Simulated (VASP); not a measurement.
# CuO (rock salt type) (Fm-3m) in VASP: a series of runs, part 2 of 2

VASP 6.6.1. The steps go on from the part before.

### 4 Single point, PBE

This run uses another cell than the first one, of 9.17 Å³/atom, 0.923 times its volume.

File INCAR:

```
ALGO     = Normal         # electronic algorithm
EDIFF    = 1E-7           # SCF threshold, eV
ENCUT    = 520            # plane-wave cutoff, eV
GGA      = PE             # functional
ISIF     = 2              # what is computed and relaxed
ISMEAR   = -1             # smearing method
LASPH    = True           # aspherical terms in the spheres
LCHARG   = True           # write CHGCAR
LELF     = True           # ELF
LREAL    = False          # projectors in reciprocal space
LVHAR    = True         
LWAVE    = False          # write WAVECAR
NBANDS   = 16             # bands
NELM     = 60             # most SCF steps
PREC     = Accurate       # precision mode
SIGMA    = 0.06122561905347299 # smearing width, eV
```

File KPOINTS:

```
k-points
0
Gamma
  22 22 22
```

File POSCAR:

```
CuO
1.0
    0.0000000000      2.0931638164      2.0931638164
    2.0931638164      0.0000000000      2.0931638164
    2.0931638164      2.0931638164      0.0000000000
Cu O
1 1
Direct
    0.0000000000      0.0000000000      0.0000000000
    0.5000000000      0.5000000000      0.5000000000
```

Potentials or basis: VASP PAW PBE potentials, release 64 (Cu, O).

Launch:

```
$ cat potpaw_PBE.64/Cu/POTCAR potpaw_PBE.64/O/POTCAR > POTCAR
$ mpirun -np 1 vasp_std > vasp.out
```

OUTCAR:

```text
EDIFF = 1E-7
   ENCUT = 520
   GGA = PE
   ISIF = 2
   ISMEAR = -1
   LASPH = True
   LREAL = False
   NELM = 60
   PREC = Accurate

 ion  position               nearest neighbor table
   1  0.000  0.000  0.000-   2 2.09   2 2.09   2 2.09   2 2.09   2 2.09   2 2.09
   2  0.500  0.500  0.500-   1 2.09   1 2.09   1 2.09   1 2.09   1 2.09   1 2.09

  LATTYP: Found a face centered cubic cell.
 ALAT       =     4.1863276328

  Lattice vectors:

 A1 = (   0.0000000000,   2.0931638164,   2.0931638164)
 A2 = (   2.0931638164,   0.0000000000,   2.0931638164)
 A3 = (   2.0931638164,   2.0931638164,   0.0000000000)

Analysis of symmetry for initial positions (statically):
=====================================================================
 Subroutine PRICEL returns:
 Original cell was already a primitive cell.

 Routine SETGRP: Setting up the symmetry group for a
 face centered cubic supercell.

 Subroutine GETGRP returns: Found 48 space group operations
 (whereof 48 operations were pure point group operations)
 out of a pool of 48 trial point group operations.

The static configuration has the point symmetry O_h .

Analysis of symmetry for dynamics (positions and initial velocities):
=====================================================================
 Subroutine PRICEL returns:
 Original cell was already a primitive cell.

 Routine SETGRP: Setting up the symmetry group for a
 face centered cubic supercell.

 Subroutine GETGRP returns: Found 48 space group operations
 (whereof 48 operations were pure point group operations)
 out of a pool of 48 trial point group operations.

The dynamic configuration has the point symmetry O_h .

 Subroutine INISYM returns: Found 48 space group operations
 (whereof 48 operations are pure point group operations),
 and found     1 'primitive' translations

----------------------------------------------------------------------------------------

[... 105 lines left out ...]
   EMIN   =  10.00;   EMAX   =-10.00  energy-range for DOS
   EFERMI =   0.00;   METHOD = LEGACY
   ISMEAR =    -1;   SIGMA  =   0.06  broadening in eV -4-tet -1-fermi 0-gaus
   EFERMI_NEDOS =   21; number of points for ismear=-14 and -15
   IALGO  =     38    algorithm
   IMIX   =      4    mixing-type and parameters
     AMIX     =   0.40;   BMIX     =  1.00
     AMIX_MAG =   1.60;   BMIX_MAG =  1.00
  volume/ion in A,a.u.               =       9.17        61.89
  Fermi-wavevector in a.u.,A,eV,Ry     =   1.596166  3.016315 34.664166  2.547744
  Thomas-Fermi vector in A             =   2.693971
   LORBIT       =      0    0 simple, 1 ext, 2 COOP (PROOUT), +10 PAW based schemes
   GGA     = PE    functional components
   LHFCALC =     F    Hartree Fock is set to
   AEXX    =    0.0000 exact exchange contribution
   IVDW    =     0    specifies the selected vdW correction
   LEPSILON=     F    determine dielectric tensor
   LRPA    =     F    only Hartree local field effects (RPA)
 non-spin polarized calculation
  energy-cutoff  :      520.00
  volume of cell :       18.34
 maximum number of plane-waves:       531
 NGX is ok and might be reduce to    24
   NGX = 11   NGY = 11   NGZ = 11

 number of electron      16.9999990 magnetization

 Free energy of the ion-electron system (eV)
  ---------------------------------------------------
  ext. energy  EPLUGINS =         0.00000000
  ---------------------------------------------------
  free energy    TOTEN  =        -9.52170131 eV

  energy without entropy =       -9.50436524  energy(sigma->0) =       -9.51303327

 E-fermi :   6.6911     XC(G=0): -12.6191

 val. band max:        6.6770185197   @ k =  -0.3636   0.1364   0.0455
 cond. band min:       6.6969895491   @ k =  -0.2273   0.3636   0.1364
 fundamental gap:      0.0199710295
 Fermi energy:         6.6911419497

 k-point     1 :       0.0000    0.0000    0.0000
  band No.  band energies     occupation
      1     -13.1883      2.00000
      2       4.1078      2.00000
      3       4.1078      2.00000
      4       4.1078      2.00000
      5       4.1896      2.00000
      6       4.1896      2.00000
[... 433 lines left out ...]
      3       1.5303      2.00000
      4       1.5322      2.00000
      5       4.7564      2.00000
      6       4.7646      2.00000
[... 8 lines left out ...]
     15      31.9162      0.00000
     16      31.9322      0.00000

 [... further k-points ...]
[... 5 lines left out ...]
  --------------------------------------------------------------------------------------
  -------------------------------------------------------------------------------------
  Total        0.9665784      0.9665784      0.9665784      0.0000000      0.0000000      0.0000000
  in kB       84.4321837     84.4321837     84.4321837      0.0000000      0.0000000      0.0000000
  external PRESSURE =      84.4321837 kB  Pullay stress =       0.0000000 kB

 VOLUME and BASIS-vectors are now :
 -----------------------------------------------------------------------------
  energy-cutoff  :      520.00
  volume of cell :       18.34
      direct lattice vectors                 reciprocal lattice vectors
     0.000000000  2.093163816  2.093163816    -0.238872847  0.238872847  0.238872847
     2.093163816  0.000000000  2.093163816     0.238872847 -0.238872847  0.238872847
     2.093163816  2.093163816  0.000000000     0.238872847  0.238872847 -0.238872847

 POSITION                                       TOTAL-FORCE (eV/Angst)
 -----------------------------------------------------------------------------------
      0.00000      0.00000      0.00000         0.000000      0.000000      0.000000
      2.09316      2.09316      2.09316        -0.000000     -0.000000     -0.000000
 -----------------------------------------------------------------------------------
    total drift:                                0.000000     -0.000000     -0.000000

  FREE ENERGIE OF THE ION-ELECTRON SYSTEM (eV)
  ---------------------------------------------------
  free  energy   TOTEN  =        -9.5217013074 eV

  energy  without entropy=       -9.5043652396  energy(sigma->0) =       -9.51303327
```

OSZICAR:

```text
N       E                     dE             d eps       ncg     rms          rms(c)
DAV:   1     0.839499045808E+02    0.83950E+02   -0.83724E+03 11768   0.165E+03
DAV:   2    -0.788146810790E+01   -0.91831E+02   -0.82401E+02 11144   0.284E+02
DAV:   3    -0.121696378139E+02   -0.42882E+01   -0.41146E+01 13008   0.617E+01
DAV:   4    -0.122093878661E+02   -0.39750E-01   -0.39732E-01 12296   0.573E+00
DAV:   5    -0.122099322299E+02   -0.54436E-03   -0.54436E-03 13976   0.698E-01    0.108E+01
DAV:   6    -0.107836331769E+02    0.14263E+01   -0.11605E+01 12768   0.998E+01    0.825E+00
DAV:   7    -0.955562033714E+01    0.12280E+01   -0.33934E+00 13608   0.771E+01    0.163E+00
DAV:   8    -0.954129446996E+01    0.14326E-01   -0.21461E-01 15472   0.557E+00    0.984E-01
DAV:   9    -0.952253639595E+01    0.18758E-01   -0.18098E-02 17336   0.479E+00    0.275E-01
DAV:  10    -0.952162765029E+01    0.90875E-03   -0.38376E-03 16192   0.170E+00    0.774E-02
DAV:  11    -0.952172227311E+01   -0.94623E-04   -0.77072E-04 15752   0.403E-01    0.407E-02
DAV:  12    -0.952170407368E+01    0.18199E-04   -0.89474E-05 15296   0.116E-01    0.124E-02
DAV:  13    -0.952170139091E+01    0.26828E-05   -0.71011E-06 16016   0.331E-02    0.126E-03
DAV:  14    -0.952170128126E+01    0.10965E-06   -0.46523E-07 12560   0.707E-03    0.104E-03
DAV:  15    -0.952170130739E+01   -0.26131E-07   -0.18428E-08  6304   0.370E-03
   1 F= -.95217013E+01 E0= -.95130333E+01  d E =-.173361E-01
```

Wall time 76 s (1 thread of AMD EPYC 9R45 (Zen 5), shared host); peak memory 0.19 GiB.

What came out:

| Quantity | Value |
| --- | --- |
| Free energy | -9.5217 eV |
| Pressure | 8.4 GPa |

Caveat: an odd number of electrons without spin polarisation forces a metal; a magnetic or distorted state may lie lower; semilocal functionals often make such compounds metallic where correlation or magnetic order opens a gap, which also shifts bond lengths. With open d or f shells a metallic result of PBE can be an artefact of self-interaction; +U or a hybrid may open a gap.

### 5 Single point, PBE

This run uses another cell than the first one, of 9.17 Å³/atom, 0.923 times its volume.

File INCAR:

```
SYSTEM = CuO
PREC = Accurate
ENCUT = 520
EDIFF = 1E-7
ISMEAR = -1
SIGMA = 0.06122561905347299
LREAL = .FALSE.
LASPH = .TRUE.
NELM = 100
ALGO = Normal
ISIF = 2
LWAVE = .FALSE.
LCHARG = .TRUE.
GGA = PE
LELF = .TRUE.
LVHAR = .TRUE.
NBANDS = 16
```

File KPOINTS:

```
regular mesh
0
G
  22 22 22
  0 0 0
```

POSCAR is that of step 4.

Launch:

```
$ cat potpaw_PBE.64/Cu/POTCAR potpaw_PBE.64/O/POTCAR > POTCAR
$ mpirun -np 1 vasp_std > vasp.out
```

Wall time 74 s (1 thread of AMD EPYC 9R45 (Zen 5), shared host); peak memory 0.19 GiB.

It converged, with:

```yaml
Free_energy: -9.5217 eV
Pressure: 8.4 GPa
```

Levels at points of the mesh, in eV from the Fermi level:
```tsv
k point	band 7	band 8	band 9	band 10	band 11	band 12
(0.00, 0.00, 0.00)	-2.50	-2.31	-2.31	1.58	18.27	18.89
(0.50, 0.00, 0.00)	-1.47	0.76	0.76	5.78	9.91	13.95
(0.50, 0.50, 0.00)	-1.72	-1.72	-1.50	5.81	10.81	12.17
```

Caveat: an odd number of electrons without spin polarisation forces a metal; a magnetic or distorted state may lie lower; semilocal functionals often make such compounds metallic where correlation or magnetic order opens a gap, which also shifts bond lengths.

### 6 Single point, PBE

This run uses another cell than the first one, of 9.36 Å³/atom, 0.942 times its volume.

File INCAR:

```
SYSTEM = CuO
  PREC = Accurate
  ENCUT = 520
  EDIFF = 1E-7
  ISMEAR = -1
  SIGMA = 0.06122561905347299
  LREAL = .False.
  LASPH = .True.
  NELM = 80
  ALGO = Normal
  ISIF = 2
  LWAVE = .False.
  LCHARG = .False.
  GGA = PE
  NBANDS = 16
```

File KPOINTS:

```
Automatic mesh
0
Gamma
  22 22 22
  0 0 0
```

File POSCAR:

```
CuO
1.0
    0.0000000000      2.1075998851      2.1075998851
    2.1075998851      0.0000000000      2.1075998851
    2.1075998851      2.1075998851      0.0000000000
Cu O
1 1
Direct
    0.0000000000      0.0000000000      0.0000000000
    0.5000000000      0.5000000000      0.5000000000
```

Potentials or basis: VASP PAW PBE potentials, release 64 (Cu, O).

Launch:

```
$ cat potpaw_PBE.64/Cu/POTCAR potpaw_PBE.64/O/POTCAR > POTCAR
$ mpirun -np 1 vasp_std > vasp.out
```

It took 72 s on 1 thread of AMD EPYC 9R45 (Zen 5), shared host; peak memory 0.19 GiB.

Results (log left out):

```yaml
Free_energy: -9.5373 eV
Pressure: 4.2 GPa
```

Levels at points of the mesh, in eV from the Fermi level:
```
           k point  band 6  band 7  band 8  band 9  band 10  band 11  band 12  band 13
(0.00, 0.00, 0.00)   -2.42   -2.42   -2.24   -2.24     1.49    18.22    18.76    18.76
(0.50, 0.00, 0.00)   -1.87   -1.43    0.74    0.74     5.76     9.73    13.84    13.84
(0.50, 0.50, 0.00)   -1.94   -1.68   -1.68   -1.49     5.71    10.69    12.12    16.33
```

Caveat: an odd number of electrons without spin polarisation forces a metal; a magnetic or distorted state may lie lower; semilocal functionals often make such compounds metallic where correlation or magnetic order opens a gap, which also shifts bond lengths. With open d or f shells a metallic result of PBE can be an artefact of self-interaction; +U or a hybrid may open a gap.

### 7 Overview

```csv
level,cell,k mesh,smearing,gap on the mesh (eV),pressure (GPa)
r2SCAN,"a = 3.040 Å, angles 60.0°, 2 atoms",14 × 14 × 14,fermi-dirac 0.1 eV,none,-12.9
PBE,"a = 2.939 Å, angles 60.0°, 2 atoms",22 × 22 × 22,fermi-dirac 0.0612256 eV,none,13.2
PBE,"a = 2.960 Å, angles 60.0°, 2 atoms",22 × 22 × 22,fermi-dirac 0.0612256 eV,none,8.4
PBE,"a = 2.981 Å, angles 60.0°, 2 atoms",22 × 22 × 22,fermi-dirac 0.0612256 eV,none,4.2
```

Alike in all rows: task single point; potentials or basis VASP PAW PBE potentials, release 64 (Cu, O); no spin polarisation; cutoff (eV) 520.

Caveats: an odd number of electrons without spin polarisation forces a metal; a magnetic or distorted state may lie lower; semilocal functionals often make such compounds metallic where correlation or magnetic order opens a gap, which also shifts bond lengths; the PAW data sets were made with another functional, which shifts forces and pressure a little (some runs).

Absolute energies hang on the potentials; compare differences alone.
